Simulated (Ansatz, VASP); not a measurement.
# Ti4C3 in VASP and in Ansatz

```
CELL_PARAMETERS angstrom
4.31024 0.00000 0.00000
0.00000 4.31024 0.00000
0.00000 0.00000 4.31024
ATOMIC_POSITIONS crystal
Ti 0.50000 0.00000 0.00000
Ti 0.00000 0.50000 0.00000
Ti 0.00000 0.00000 0.50000
Ti 0.50000 0.50000 0.50000
C 0.00000 0.50000 0.50000
C 0.50000 0.00000 0.50000
C 0.50000 0.50000 0.00000
```

Change from the starting cell: ordered vacancies on the anion sites of rock salt (Pm-3m, No. 221).

Alike in both runs: functional PBE; k mesh 4 × 4 × 4; occupations gaussian, width 0.1 eV; no spin polarisation.

Ansatz relaxed the structure, and its values are those at the end. VASP's run is a single point on that final structure, the one shown.

|  | VASP | Ansatz |
| --- | --- | --- |
| version | VASP 6.6.1 | Ansatz 0.2.0 |
| potentials or method | VASP PAW PBE potentials, release 64 (Ti_sv, C), cutoff 520 eV | scalar-relativistic, plane waves, PAW |
| valence electrons in the cell | 60 | 60 |

|  | VASP | Ansatz | Ansatz less VASP |
| --- | --- | --- | --- |
| gap on the k mesh at the Fermi level (eV) | none | none | - |
| pressure (GPa) | 0.1 | -0.1 | -0.17 |

A gap of «none» marks a metal or a gap that the smearing closes. The functional is the same, so the differences come from potentials, cutoffs and numerics.

The k mesh is coarse, so the values compare programs but aren't converged.
